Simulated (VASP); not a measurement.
# Fe (Fd-3m) in VASP: notebook

The runs below take Fe through relaxation of cell and atoms, with PBE.

All numbers are computed with VASP 6.6.1; they aren't measurements. Logs are shortened: lines on timing, memory, paths and dates and some standing lists are left out, and cuts for length are marked.

**1. The cell of the first run**

It takes space group Fd-3m (No. 227, cubic). The conventional cell has a = 5.000 Å, b = 5.000 Å, c = 5.000 Å, α = 90.00°, β = 90.00°, γ = 90.00°. Within 2.9 Å of Fe (site symmetry -43m) lie 4 Fe at 2.17 Å.

This isn't the form of Fe at room conditions, which is bcc.

**2. Relaxation of cell and atoms, PBE, collinear spin, ferromagnetic start**

The input, INCAR:

```
ALGO     = Normal         # electronic algorithm
EDIFF    = 1E-6           # SCF threshold, eV
EDIFFG   = -0.01          # ionic threshold
ENCUT    = 600            # plane-wave cutoff, eV
GGA      = PE             # functional
IBRION   = 2              # ionic algorithm
ISIF     = 3              # what is computed and relaxed
ISMEAR   = 1              # smearing method
ISPIN    = 2              # spin polarisation
LASPH    = True           # aspherical terms in the spheres
LCHARG   = False          # write CHGCAR
LMAXMIX  = 4              # l up to which the mixer works
LORBIT   = 11             # projections on sites
LREAL    = False          # projectors in reciprocal space
LWAVE    = False          # write WAVECAR
MAGMOM   = 3.5 3.5        # initial moments
NELM     = 150            # most SCF steps
NSW      = 80             # ionic steps
PREC     = Accurate       # precision mode
SIGMA    = 0.05           # smearing width, eV
```

The input, KPOINTS:

```
k-points
0
Gamma
  7 7 7
```

The input, POSCAR:

```
Fe
1.0
    0.0000000000      2.5000000000      2.5000000000
    2.5000000000      0.0000000000      2.5000000000
    2.5000000000      2.5000000000      0.0000000000
Fe
2
Direct
    0.0000000000      0.0000000000      0.0000000000
    0.2500000000      0.2500000000      0.2500000000
```

Potentials or basis: VASP PAW PBE potentials, release 64 (Fe).

Launch:

```
> cat potpaw_PBE.64/Fe/POTCAR > POTCAR
> mpirun -np 1 vasp_std > vasp.out
```

OUTCAR:

```text
EDIFF = 1E-6
   EDIFFG = -0.01
   ENCUT = 600
   GGA = PE
   IBRION = 2
   ISIF = 3
   ISMEAR = 1
   ISPIN = 2
   LASPH = True
   LORBIT = 11
   LREAL = False
   NELM = 150
   NSW = 80
   PREC = Accurate

 ion  position               nearest neighbor table
   1  0.000  0.000  0.000-   2 2.17   2 2.17   2 2.17   2 2.17
   2  0.250  0.250  0.250-   1 2.17   1 2.17   1 2.17   1 2.17

  LATTYP: Found a face centered cubic cell.
 ALAT       =     5.0000000000

  Lattice vectors:

 A1 = (   0.0000000000,   2.5000000000,   2.5000000000)
 A2 = (   2.5000000000,   0.0000000000,   2.5000000000)
 A3 = (   2.5000000000,   2.5000000000,   0.0000000000)

Analysis of symmetry for initial positions (statically):
=====================================================================
 Subroutine PRICEL returns:
 Original cell was already a primitive cell.

 Routine SETGRP: Setting up the symmetry group for a
 face centered cubic supercell.

 Subroutine GETGRP returns: Found 48 space group operations
 (whereof 24 operations were pure point group operations)
 out of a pool of 48 trial point group operations.

The static configuration has the point symmetry T_d .
 The point group associated with its full space group is O_h .

Analysis of symmetry for dynamics (positions and initial velocities):
=====================================================================
 Subroutine PRICEL returns:
 Original cell was already a primitive cell.

 Routine SETGRP: Setting up the symmetry group for a
 face centered cubic supercell.

 Subroutine GETGRP returns: Found 48 space group operations
 (whereof 24 operations were pure point group operations)
 out of a pool of 48 trial point group operations.

The dynamic configuration has the point symmetry T_d .
 The point group associated with its full space group is O_h .

Analysis of structural, dynamic, and magnetic symmetry:
=====================================================================
 Subroutine PRICEL returns:
 Original cell was already a primitive cell.

 Routine SETGRP: Setting up the symmetry group for a
 face centered cubic supercell.

 Subroutine GETGRP returns: Found 48 space group operations
 (whereof 24 operations were pure point group operations)
 out of a pool of 48 trial point group operations.

The overall configuration has the point symmetry T_d .
 The point group associated with its full space group is O_h .

 Subroutine INISYM returns: Found 48 space group operations
 (whereof 24 operations are pure point group operations),
 and found     1 'primitive' translations

----------------------------------------------------------------------------------------

                                     Primitive cell

  volume of cell :      31.2500

  direct lattice vectors                    reciprocal lattice vectors
     0.000000000  2.500000000  2.500000000    -0.200000000  0.200000000  0.200000000
     2.500000000  0.000000000  2.500000000     0.200000000 -0.200000000  0.200000000
     2.500000000  2.500000000  0.000000000     0.200000000  0.200000000 -0.200000000

  length of vectors
     3.535533906  3.535533906  3.535533906     0.346410162  0.346410162  0.346410162

  position of ions in fractional coordinates (direct lattice)
     0.000000000  0.000000000  0.000000000
     0.250000000  0.250000000  0.250000000

  ion indices of the primitive-cell ions
   primitive index   ion index
                 1           1
                 2           2

----------------------------------------------------------------------------------------

 KPOINTS: k-points

Automatic generation of k-mesh.
 Grid dimensions read from file:
 generate k-points for:    7    7    7

 Generating k-lattice:

  Cartesian coordinates                     Fractional coordinates (reciprocal lattice)
    -0.028571429  0.028571429  0.028571429     0.142857143  0.000000000  0.000000000
     0.028571429 -0.028571429  0.028571429     0.000000000  0.142857143  0.000000000
     0.028571429  0.028571429 -0.028571429     0.000000000  0.000000000  0.142857143

  Length of vectors
     0.049487166  0.049487166  0.049487166

  Shift w.r.t. Gamma in fractional coordinates (k-lattice)
     0.000000000  0.000000000  0.000000000

 Subroutine IBZKPT returns following result:
 ===========================================

 Found     20 irreducible k-points:

 Following reciprocal coordinates:
            Coordinates               Weight
  0.000000  0.000000  0.000000      1.000000
  0.142857  0.000000  0.000000      8.000000
  0.285714  0.000000  0.000000      8.000000
  0.428571  0.000000  0.000000      8.000000
  0.142857  0.142857  0.000000      6.000000
  0.285714  0.142857  0.000000     24.000000
[... 12 lines left out ...]
 -0.428571  0.428571  0.142857     24.000000
 -0.285714  0.428571  0.142857     24.000000
   k-points           NKPTS =     20   k-points in BZ     NKDIM =     20   number of bands    NBANDS=     16
[... 36 lines left out ...]
     AMIX     =   0.40;   BMIX     =  1.00
     AMIX_MAG =   1.60;   BMIX_MAG =  1.00
  volume/ion in A,a.u.               =      15.62       105.44
  Fermi-wavevector in a.u.,A,eV,Ry     =   1.309679  2.474934 23.337512  1.715259
  Thomas-Fermi vector in A             =   2.440261
   LORBIT       =     11    0 simple, 1 ext, 2 COOP (PROOUT), +10 PAW based schemes
   GGA     = PE    functional components
   LHFCALC =     F    Hartree Fock is set to
   AEXX    =    0.0000 exact exchange contribution
   IVDW    =     0    specifies the selected vdW correction
   LEPSILON=     F    determine dielectric tensor
   LRPA    =     F    only Hartree local field effects (RPA)
 conjugate gradient relaxation of ions
 spin polarized calculation
 Methfessel and Paxton  Order N= 1 SIGMA  =   0.05
  energy-cutoff  :      600.00
  volume of cell :       31.25
 maximum number of plane-waves:      1051
   NGX = 15   NGY = 15   NGZ = 15

--------------------------------------- Ionic step        1  -------------------------------------------

 number of electron      15.9999993 magnetization       0.0240477

 Free energy of the ion-electron system (eV)
  ---------------------------------------------------
  ext. energy  EPLUGINS =         0.00000000
  ---------------------------------------------------
  free energy    TOTEN  =       -13.89096580 eV

  energy without entropy =      -13.89003667  energy(sigma->0) =      -13.89065609

 E-fermi :   2.9429     XC(G=0): -11.1263

 val. band max:        2.9408858719   @ k =   0.4286   0.1429   0.0000
 cond. band min:       2.9506257739   @ k =   0.4286   0.1429   0.0000
 fundamental gap:      0.0097399021
 Fermi energy:         2.9429229397

 spin component 1

 k-point     1 :       0.0000    0.0000    0.0000
  band No.  band energies     occupation
      1      -3.3227      1.00000
      2       0.4988      1.00000
      3       0.4988      1.00000
      4       0.7226      1.00000
      5       0.7226      1.00000
      6       0.7226      1.00000
[... 8 lines left out ...]
     15      16.7188      0.00000
     16      16.7188      0.00000
[... 343 lines left out ...]
 k-point    20 :      -0.2857    0.4286    0.1429
  band No.  band energies     occupation
      1      -0.2641      1.00000
      2      -0.0822      1.00000
      3       0.9095      1.00000
      4       1.0611      1.00000
      5       1.3860      1.00000
      6       1.8470      1.00000
[... 8 lines left out ...]
     15      15.9293      0.00000
     16      18.8127      0.00000
 Fermi energy:         2.9429229397

 spin component 2

 k-point     1 :       0.0000    0.0000    0.0000
  band No.  band energies     occupation
      1      -3.3190      1.00000
      2       0.5079      1.00000
      3       0.5079      1.00000
      4       0.7323      1.00000
      5       0.7323      1.00000
      6       0.7323      1.00000
[... 8 lines left out ...]
     15      16.7248      0.00000
     16      16.7248      0.00000
[... 536 lines left out ...]
  energy  without entropy=      -13.9878093080  energy(sigma->0) =      -13.98867042

--------------------------------------- Ionic step        6  -------------------------------------------

 number of electron      16.0000010 magnetization       0.0015959

 Free energy of the ion-electron system (eV)
  ---------------------------------------------------
  ext. energy  EPLUGINS =         0.00000000
  ---------------------------------------------------
  free energy    TOTEN  =       -13.98911151 eV

  energy without entropy =      -13.98781728  energy(sigma->0) =      -13.98868010

 E-fermi :   3.6488     XC(G=0): -11.5720

 val. band max:        3.6471875418   @ k =   0.4286   0.1429   0.0000
 cond. band min:       3.7257658990   @ k =   0.4286   0.2857   0.0000
 fundamental gap:      0.0785783572
 Fermi energy:         3.6487862061

 spin component 1

 k-point     1 :       0.0000    0.0000    0.0000
  band No.  band energies     occupation
      1      -3.0147      1.00000
      2       0.8985      1.00000
      3       0.8985      1.00000
      4       1.2101      1.00000
      5       1.2101      1.00000
      6       1.2101      1.00000
[... 8 lines left out ...]
     15      18.3166      0.00000
     16      18.3166      0.00000
[... 343 lines left out ...]
 k-point    20 :      -0.2857    0.4286    0.1429
  band No.  band energies     occupation
      1       0.0198      1.00000
      2       0.2278      1.00000
      3       1.3962      1.00000
      4       1.6787      1.00000
      5       1.9837      1.00000
      6       2.4520      1.00000
[... 8 lines left out ...]
     15      17.4025      0.00000
     16      20.4600      0.00000
 Fermi energy:         3.6487862061

 spin component 2

 k-point     1 :       0.0000    0.0000    0.0000
  band No.  band energies     occupation
      1      -3.0144      1.00000
      2       0.8991      1.00000
      3       0.8991      1.00000
      4       1.2108      1.00000
      5       1.2108      1.00000
      6       1.2108      1.00000
[... 8 lines left out ...]
     15      18.3170      0.00000
     16      18.3170      0.00000
[... 388 lines left out ...]
  FREE ENERGIE OF THE ION-ELECTRON SYSTEM (eV)
  ---------------------------------------------------
  free  energy   TOTEN  =       -13.9891115104 eV

  energy  without entropy=      -13.9878172804  energy(sigma->0) =      -13.98868010

 reached required accuracy - stopping structural energy minimisation

 total charge

# of ion       s       p       d       tot
------------------------------------------
    1        0.588   0.445   6.469   7.501
    2        0.588   0.445   6.469   7.501
--------------------------------------------------
tot          1.175   0.889  12.938  15.003

 magnetization (x)

# of ion       s       p       d       tot
------------------------------------------
    1       -0.000   0.000   0.001   0.001
    2       -0.000   0.000   0.001   0.001
--------------------------------------------------
tot         -0.000   0.000   0.001   0.001
```

Run time: 3.9 min. Hardware: 1 thread of Intel Xeon 8259CL, shared host; peak memory 0.19 GiB.

Results:

```yaml
Free_energy: -13.9891 eV
Relaxed_volume: 14.31 Å³/atom
Relaxed_cell: a = 3.434 Å, b = 3.434 Å, c = 3.434 Å, α = 60.00°, β = 60.00°, γ = 60.00°
Space_group_after_relaxing_to_0.1_Å: Fd-3m (No. 227)
Energy_gained_by_relaxing: 49.1 meV/atom
Ionic_steps: 6
Pressure_after_relaxing: 0.0 GPa
Band_gap_on_the_k_mesh: zero (filled and empty bands overlap)
Net_moment: 0.00 μB per cell
Valence_electrons_inside_the_program's_atomic_spheres: Fe 7.50
```

Step by step:
```csv
step,energy change (eV),largest force (eV/Å),pressure (GPa),volume (Å³)
1,0.0000,0.0000,-11.05,31.25
2,-0.0225,0.0000,12.97,26.63
3,-0.0981,0.0000,-0.13,28.65
4,-0.0981,0.0000,0.15,28.60
5,-0.0981,0.0000,-0.12,28.65
6,-0.0981,0.0000,0.00,28.62
```

Final structure:
```yaml
crystal:
  lattice:
    - [0.00000, 2.42794, 2.42794]
    - [2.42794, 0.00000, 2.42794]
    - [2.42794, 2.42794, 0.00000]
  atoms:
    - { symbol: Fe, position: [0.00000, 0.00000, 0.00000] }
    - { symbol: Fe, position: [0.25000, 0.25000, 0.25000] }
```

(Part 1 of 2 ends here.)
